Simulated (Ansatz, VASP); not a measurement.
**One calculation of Si, two programs**

```
Si
1.0
     1.95073   -3.35129    0.00000
     1.95073    3.35129    0.00000
     0.00000    0.00000    7.88681
Si
4
Direct
  0.08313 0.91687 0.75050
  0.58313 0.41687 0.24950
  0.91687 0.08313 0.24950
  0.41687 0.58313 0.75050
```

Alike in both runs: task relaxation of cell and atoms; functional r2SCAN; k mesh 12 × 12 × 6; occupations gaussian, width 0.1 eV; no spin polarisation.

|  | VASP | Ansatz |
| --- | --- | --- |
| version | VASP 6.6.1 | Ansatz 0.2.0 |
| potentials or method | VASP PAW PBE potentials, release 64 (Si), cutoff 600 eV | scalar-relativistic, plane waves, PAW |
| valence electrons in the cell | 16 | 16 |

VASP gave:

* gap on the k mesh at the Fermi level, each at its own relaxed structure (eV): none
* relaxed volume (Å³/atom): 25.54
* relaxed length of the cell vector where the two differ most in proportion (Å): 7.827

Task: What did Ansatz give for the same quantities?

Result: gap on the k mesh at the Fermi level, each at its own relaxed structure (eV): none; relaxed volume (Å³/atom): 25.71; relaxed length of the cell vector where the two differ most in proportion (Å): 7.868.

VASP's potentials were made for PBE, not for r2SCAN. A gap of «none» marks a metal or a gap that the smearing closes.
